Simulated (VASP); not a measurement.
# CoO (Fm-3m) in VASP: notebook

Aim: see how the results for CoO move with the level of theory and the settings. Levels: revPBE+D4, RPBE+D4, PBE. Tasks: single point, relaxation of cell and atoms.

Everything below comes from runs of VASP 6.6.1. Logs are shortened: lines on timing, memory, paths and dates and some standing lists are left out, and cuts for length are marked.

## 1. The cell of the first run

It takes space group Fm-3m (No. 225, cubic). Conventional cell: a = 4.229 Å, b = 4.229 Å, c = 4.229 Å, α = 90.00°, β = 90.00°, γ = 90.00°. Within 2.8 Å of Co (site symmetry m-3m) lie 6 O at 2.11 Å. Within 2.8 Å of O (site symmetry m-3m) lie 6 Co at 2.11 Å.

## 2. Single point, revPBE+D4, collinear spin, ferromagnetic start

The input, INCAR:

```
SYSTEM = CoO
  ALGO = Normal
  EDIFF = 1E-7
  ENCUT = 520
  GGA = RE
  ISIF = 2
  ISMEAR = -1
  ISPIN = 2
  IVDW = 13
  LASPH = .TRUE.
  LCHARG = .FALSE.
  LMAXMIX = 4
  LORBIT = 11
  LREAL = .FALSE.
  LWAVE = .FALSE.
  MAGMOM = 2 0
  NBANDS = 18
  NELM = 150
  PREC = Accurate
  SIGMA = 0.05
```

The input, KPOINTS:

```
k-points
0
G
  11 11 11
  0 0 0
```

The input, POSCAR:

```
CoO
1.0
    0.0000000000      2.1145402040      2.1145402040
    2.1145402040      0.0000000000      2.1145402040
    2.1145402040      2.1145402040      0.0000000000
Co O
1 1
Direct
    0.0000000000      0.0000000000      0.0000000000
    0.5000000000      0.5000000000      0.5000000000
```

Potentials or basis: VASP PAW PBE potentials, release 64 (Co, O).

Launch:

```bash
$ cat potpaw_PBE.64/Co/POTCAR potpaw_PBE.64/O/POTCAR > POTCAR
$ mpirun -np 1 vasp_std > vasp.out
```

OUTCAR:

```text
SYSTEM = CoO
   EDIFF = 1E-7
   ENCUT = 520
   GGA = RE
   ISIF = 2
   ISMEAR = -1
   ISPIN = 2
   IVDW = 13
   LASPH = .TRUE.
   LORBIT = 11
   LREAL = .FALSE.
   NELM = 150
   PREC = Accurate

 ion  position               nearest neighbor table
   1  0.000  0.000  0.000-   2 2.11   2 2.11   2 2.11   2 2.11   2 2.11   2 2.11
   2  0.500  0.500  0.500-   1 2.11   1 2.11   1 2.11   1 2.11   1 2.11   1 2.11

  LATTYP: Found a face centered cubic cell.
 ALAT       =     4.2290804080

  Lattice vectors:

 A1 = (   0.0000000000,   2.1145402040,   2.1145402040)
 A2 = (   2.1145402040,   0.0000000000,   2.1145402040)
 A3 = (   2.1145402040,   2.1145402040,   0.0000000000)

Analysis of symmetry for initial positions (statically):
=====================================================================
 Subroutine PRICEL returns:
 Original cell was already a primitive cell.

 Routine SETGRP: Setting up the symmetry group for a
 face centered cubic supercell.

 Subroutine GETGRP returns: Found 48 space group operations
 (whereof 48 operations were pure point group operations)
 out of a pool of 48 trial point group operations.

The static configuration has the point symmetry O_h .

Analysis of symmetry for dynamics (positions and initial velocities):
=====================================================================
 Subroutine PRICEL returns:
 Original cell was already a primitive cell.

 Routine SETGRP: Setting up the symmetry group for a
 face centered cubic supercell.

 Subroutine GETGRP returns: Found 48 space group operations
 (whereof 48 operations were pure point group operations)
 out of a pool of 48 trial point group operations.

The dynamic configuration has the point symmetry O_h .

Analysis of structural, dynamic, and magnetic symmetry:
=====================================================================
 Subroutine PRICEL returns:
 Original cell was already a primitive cell.

 Routine SETGRP: Setting up the symmetry group for a
 face centered cubic supercell.

 Subroutine GETGRP returns: Found 48 space group operations
 (whereof 48 operations were pure point group operations)
 out of a pool of 48 trial point group operations.

The overall configuration has the point symmetry O_h .

 Subroutine INISYM returns: Found 48 space group operations
 (whereof 48 operations are pure point group operations),
 and found     1 'primitive' translations

----------------------------------------------------------------------------------------

                                     Primitive cell

[... 113 lines left out ...]
  Thomas-Fermi vector in A             =   2.624985
   LORBIT       =     11    0 simple, 1 ext, 2 COOP (PROOUT), +10 PAW based schemes
   GGA     = RE    functional components
   LHFCALC =     F    Hartree Fock is set to
   AEXX    =    0.0000 exact exchange contribution
   IVDW    =    13    specifies the selected vdW correction
   LEPSILON=     F    determine dielectric tensor
   LRPA    =     F    only Hartree local field effects (RPA)
 spin polarized calculation
  energy-cutoff  :      520.00
  volume of cell :       18.91
 maximum number of plane-waves:       532
   NGX = 11   NGY = 11   NGZ = 11

 number of electron      15.0000002 magnetization       2.8656968

 Free energy of the ion-electron system (eV)
  ---------------------------------------------------
  ext. energy  EPLUGINS =         0.00000000
  ---------------------------------------------------
  free energy    TOTEN  =       -12.32415867 eV

  energy without entropy =      -12.28997082  energy(sigma->0) =      -12.30706474

 E-fermi :   8.3215     XC(G=0): -12.4057

 val. band max:        8.3191888943   @ k =  -0.1818   0.2727   0.0909
 cond. band min:       8.3264621717   @ k =  -0.2727   0.1818   0.0000
 fundamental gap:      0.0072732773
 Fermi energy:         8.3215269323

 spin component 1

 k-point     1 :       0.0000    0.0000    0.0000
  band No.  band energies     occupation
      1     -12.1164      1.00000
      2       5.0348      1.00000
      3       5.0348      1.00000
      4       5.1250      1.00000
      5       5.1250      1.00000
      6       5.1250      1.00000
[... 493 lines left out ...]
     17      36.5140      0.00000
     18      38.2762      0.00000

 [... further k-points ...]

 spin component 2

 k-point     1 :       0.0000    0.0000    0.0000
  band No.  band energies     occupation
      1     -11.6333      1.00000
      2       5.6721      1.00000
      3       5.6721      1.00000
      4       5.6721      1.00000
      5       7.1834      1.00000
      6       7.1834      1.00000
[... 493 lines left out ...]
     17      37.1215      0.00000
     18      38.8567      0.00000

 [... further k-points ...]

------------------------ aborting loop because EDIFF is reached ----------------------------------------

  DFT-D4 for vdW energy calculation

  Edisp (eV):   -1.08081

  FORCE on cell =-STRESS in cart. coord.  units (eV):
  Direction    XX          YY          ZZ          XY          YZ          ZX
  --------------------------------------------------------------------------------------
  -------------------------------------------------------------------------------------
  Total      -0.05064    -0.05064    -0.05064     0.00000     0.00000     0.00000
  in kB      -4.29039    -4.29039    -4.29039     0.00000     0.00000     0.00000
  external pressure =       -4.29 kB  Pullay stress =        0.00 kB

 VOLUME and BASIS-vectors are now :
 -----------------------------------------------------------------------------
  energy-cutoff  :      520.00
  volume of cell :       18.91
      direct lattice vectors                 reciprocal lattice vectors
     0.000000000  2.114540204  2.114540204    -0.236458025  0.236458025  0.236458025
     2.114540204  0.000000000  2.114540204     0.236458025 -0.236458025  0.236458025
     2.114540204  2.114540204  0.000000000     0.236458025  0.236458025 -0.236458025

 POSITION                                       TOTAL-FORCE (eV/Angst)
 -----------------------------------------------------------------------------------
      0.00000      0.00000      0.00000         0.000000      0.000000      0.000000
      2.11454      2.11454      2.11454         0.000000      0.000000      0.000000
 -----------------------------------------------------------------------------------
    total drift:                                0.000000     -0.000000     -0.000000

  FREE ENERGIE OF THE ION-ELECTRON SYSTEM (eV)
  ---------------------------------------------------
  free  energy   TOTEN  =       -13.4049686299 eV

  energy  without entropy=      -13.3707807799  energy(sigma->0) =      -13.38787470

 total charge

# of ion       s       p       d       tot
------------------------------------------
    1        0.299   0.370   7.157   7.826
    2        1.560   3.441   0.000   5.001
--------------------------------------------------
tot          1.859   3.811   7.157  12.827

 magnetization (x)

# of ion       s       p       d       tot
------------------------------------------
    1        0.021   0.018   2.497   2.535
    2        0.029   0.257   0.000   0.286
--------------------------------------------------
tot          0.049   0.275   2.497   2.821
```

OSZICAR:

```text
N       E                     dE             d eps       ncg     rms          rms(c)
DAV:   1     0.811522881880E+02    0.81152E+02   -0.65982E+03  4176   0.962E+02
DAV:   2    -0.961219537644E+01   -0.90764E+02   -0.78320E+02  4242   0.226E+02
DAV:   3    -0.145871339852E+02   -0.49749E+01   -0.48108E+01  4728   0.563E+01
DAV:   4    -0.146373182220E+02   -0.50184E-01   -0.50131E-01  4916   0.541E+00
DAV:   5    -0.146384098861E+02   -0.10917E-02   -0.10915E-02  4900   0.801E-01    0.167E+01
DAV:   6    -0.134169803649E+02    0.12214E+01   -0.15524E+01  5202   0.591E+01    0.191E+01
DAV:   7    -0.124134767640E+02    0.10035E+01   -0.60029E+00  5020   0.450E+01    0.808E+00
DAV:   8    -0.123351702996E+02    0.78306E-01   -0.35119E-01  5704   0.931E+00    0.429E+00
DAV:   9    -0.123362308215E+02   -0.10605E-02   -0.19172E-01  6004   0.730E+00    0.260E+00
DAV:  10    -0.123262241147E+02    0.10007E-01   -0.61214E-02  5952   0.468E+00    0.691E-01
DAV:  11    -0.123241847902E+02    0.20393E-02   -0.19985E-02  5672   0.212E+00    0.245E-01
DAV:  12    -0.123241395575E+02    0.45233E-04   -0.19697E-03  5782   0.601E-01    0.507E-02
DAV:  13    -0.123241579197E+02   -0.18362E-04   -0.10440E-04  4702   0.973E-02    0.310E-02
DAV:  14    -0.123241570351E+02    0.88464E-06   -0.35581E-06  5674   0.240E-02    0.117E-02
DAV:  15    -0.123241586397E+02   -0.16046E-05   -0.21940E-06  4784   0.167E-02    0.716E-03
DAV:  16    -0.123241586332E+02    0.64672E-08   -0.12137E-06  5402   0.150E-02    0.146E-03
DAV:  17    -0.123241586662E+02   -0.32999E-07   -0.13739E-07  3372   0.396E-03
   1 F= -.13404969E+02 E0= -.13387875E+02  d E =-.341879E-01  mag=     2.8657
```

stdout:

```text
POSCAR found type information on POSCAR CoO
 POSCAR found :  2 types and       2 ions
 scaLAPACK will be used
 -----------------------------------------------------------------------------
|                                                                             |
|                                                                             |
|     You enforced a specific xc type in the INCAR file but a different       |
|     I HOPE YOU KNOW WHAT YOU ARE DOING!                                     |
|                                                                             |
 -----------------------------------------------------------------------------

 LDA part: xc-table for (Slater+PW92), standard interpolation
 POSCAR, INCAR and KPOINTS ok, starting setup
 FFT: planning ... GRIDC
 FFT: planning ... GRID_SOFT
 FFT: planning ... GRID
 WAVECAR not read
 entering main loop
```

It took 29 s on 1 thread of AMD EPYC 9R45 (Zen 5), shared host; peak memory 0.14 GiB.

What came out:

| Item | Value |
| --- | --- |
| Free energy | -13.4050 eV |
| Pressure | -0.4 GPa |
| Net moment | 2.87 μB per cell |
| Site moments | Co +2.54; O +0.29 μB |
| Valence electrons inside the program's atomic spheres | Co 7.83; O 5.00 |
| Dispersion energy per atom | -0.540 eV |

Levels at points of the mesh, in eV from the Fermi level:
Spin up:
```csv
k point,band 5,band 6,band 7,band 8,band 9,band 10,band 11,band 12,band 13,band 14
"(0.00, 0.00, 0.00)",-3.20,-3.20,-3.09,-3.09,-3.09,1.16,16.99,18.35,18.35,18.35
```
Spin down:
```
           k point  band 3  band 4  band 5  band 6  band 7  band 8  band 9  band 10
(0.00, 0.00, 0.00)   -2.65   -2.65   -1.14   -1.14   -1.14    0.10    0.10     1.68
```

Caveat: the PAW data sets were made with another functional, which shifts forces and pressure a little; a cell with one magnetic atom can't hold antiferromagnetic order, which such compounds often take; semilocal functionals often make such compounds metallic where correlation or magnetic order opens a gap, which also shifts bond lengths. With open d or f shells a metallic result of revPBE can be an artefact of self-interaction; +U or a hybrid may open a gap.

[end of part 1 of 3]
